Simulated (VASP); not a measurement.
Set up this calculation in VASP 6.6.1, as the native input.

```yaml
Task: single point
Functional: HSE06
Potentials_or_basis: VASP PAW PBE potentials, release 64 (Tl_d, Br)
Cutoff: 400 eV
k_mesh: 4 × 4 × 4
Occupations: gaussian, width 0.01 eV
Spin: no spin polarisation
Dipole_correction: no
Grid_for_exact_exchange_PRECFOCK: Normal
Further_INCAR_settings: ALGO = Normal; EDIFF = 1e-06; NBANDS = 17
Screening_parameter: 0.2079 1/Å
```

TlBr:

```
Tl Br
1.0
     3.94518    0.00000    0.00000
     0.00000    3.94518    0.00000
     0.00000    0.00000    3.94518
Tl Br
1 1
Direct
  0.00000 0.00000 0.00000
  0.50000 0.50000 0.50000
```

These files were run (other wordings do the same):

POSCAR

```
TlBr
1.0
    3.9451843068      0.0000000000      0.0000000000
    0.0000000000      3.9451843068      0.0000000000
    0.0000000000      0.0000000000      3.9451843068
Tl Br
1 1
Direct
    0.0000000000      0.0000000000      0.0000000000
    0.5000000000      0.5000000000      0.5000000000
```

INCAR.step1

```
SYSTEM = TlBr
PREC = Accurate
ENCUT = 400
EDIFF = 1E-5
ISMEAR = 0
SIGMA = 0.01
LREAL = .FALSE.
LASPH = .TRUE.
NELM = 120
ALGO = Normal
ISIF = 2
LWAVE = .TRUE.
LCHARG = .FALSE.
GGA = PE
NBANDS = 17
GGA_COMPAT = .FALSE.
```

INCAR.step2

```
SYSTEM = TlBr
PREC = Accurate
ENCUT = 400
EDIFF = 1E-6
ISMEAR = 0
SIGMA = 0.01
LREAL = .FALSE.
LASPH = .TRUE.
NELM = 120
ALGO = Normal
ISIF = 2
LWAVE = .FALSE.
LCHARG = .FALSE.
GGA = PE
LHFCALC = .TRUE.
HFSCREEN = 0.2079
PRECFOCK = Normal
ISTART = 1
NBANDS = 17
GGA_COMPAT = .FALSE.
```

KPOINTS

```
Automatic mesh
0
G
  4 4 4
  0 0 0
```

Potentials or basis: VASP PAW PBE potentials, release 64 (Tl_d, Br).

Run with:

```sh
$ cat potpaw_PBE.64/Tl_d/POTCAR potpaw_PBE.64/Br/POTCAR > POTCAR
$ cp INCAR.step1 INCAR
$ mpirun -np 1 vasp_std > vasp.out
$ cp INCAR.step2 INCAR
$ mpirun -np 1 vasp_std > vasp.out
```

Results of the run:

- Pressure: 1.6 GPa
- Band gap on the k mesh: 2.47 eV, direct

Caveat: the PAW data sets were made with another functional, which shifts forces and pressure a little; spin-orbit coupling is left out, which moves the levels of the heavy elements.

Wall time 6.4 min on 1 thread of Intel(R) Xeon(R) Platinum 8375C CPU @ 2.90GHz (Ice Lake) (shared host), peak memory 0.26 GiB.
